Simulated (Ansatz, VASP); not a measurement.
One calculation of Be3H4Br2, two programs

Contents of INCAR:

```
ALGO = Normal ; EDIFF = 1E-6
ENCUT = 600 ; GGA = PE
GGA_COMPAT = False ; ISIF = 2
ISMEAR = 0 ; LASPH = True
LCHARG = False ; LREAL = False
LWAVE = False ; NBANDS = 22
NELM = 120 ; PREC = Accurate
SIGMA = 0.1
```

KPOINTS

```
k-points
0
Gamma
  6 6 2
```

POSCAR

```
Be3H4Br2
1.0
    3.1610573400      0.0000000000      0.0000000000
   -1.5805286700      2.7375559600      0.0000000000
    0.0000000000      0.0000000000      7.7429775300
Be H Br
3 4 2
Direct
    0.6666666700      0.3333333300      0.8333333300
    0.0000000000      0.0000000000      0.5000000000
    0.3333333300      0.6666666700      0.1666666700
    0.3333333300      0.6666666700      0.4166666700
    0.6666666700      0.3333333300      0.0833333300
    0.6666666700      0.3333333300      0.5833333300
    0.3333333300      0.6666666700      0.9166666700
    0.0000000000      0.0000000000      0.7500000000
    0.0000000000      0.0000000000      0.2500000000
```

Input for Ansatz:

```yaml
crystal:
  lattice:
    - [3.16105734, 0.0, 0.0]
    - [-1.58052867, 2.73755596, 0.0]
    - [0.0, 0.0, 7.74297753]
  atoms:
    - { symbol: Be, position: [0.66666667, 0.33333333, 0.83333333] }
    - { symbol: Be, position: [0.0, 0.0, 0.5] }
    - { symbol: Be, position: [0.33333333, 0.66666667, 0.16666667] }
    - { symbol: H, position: [0.33333333, 0.66666667, 0.41666667] }
    - { symbol: H, position: [0.66666667, 0.33333333, 0.08333333] }
    - { symbol: H, position: [0.66666667, 0.33333333, 0.58333333] }
    - { symbol: H, position: [0.33333333, 0.66666667, 0.91666667] }
    - { symbol: Br, position: [0.0, 0.0, 0.75] }
    - { symbol: Br, position: [0.0, 0.0, 0.25] }
basis:
  ecutwfc: 420
kpoints:
  mp_grid: { grid: [6, 6, 2] }
hamiltonian:
  xc: pbe
scf:
  occupations: { method: gaussian, width: 0.1 }
  lower_state_search: "off"
output:
  forces: true
  stress: true
  eigenvalues: true
```

Alike in both runs: task single point; functional PBE; k mesh 6 × 6 × 2; occupations gaussian, width 0.1 eV; no spin polarisation.

|  | VASP | Ansatz |
| --- | --- | --- |
| version | VASP 6.6.1 | Ansatz 0.2.0 |
| potentials or method | VASP PAW PBE potentials, release 64 (Be, H, Br), cutoff 600 eV | scalar-relativistic, plane waves, PAW |
| valence electrons in the cell | 24 | 24 |

```csv
,VASP,Ansatz,Ansatz less VASP
gap on the k mesh at the Fermi level (eV),none,none,-
rms of the force components (eV/Å),1.588,1.584,-0.0038
```

Atom by atom the forces differ by 0.004 eV/Å (rms over components). A gap of «none» marks a metal or a gap that the smearing closes. With one functional, cell and mesh, what is left measures potentials, basis and numerics.

The k mesh is coarse, so the values compare programs but aren't converged.
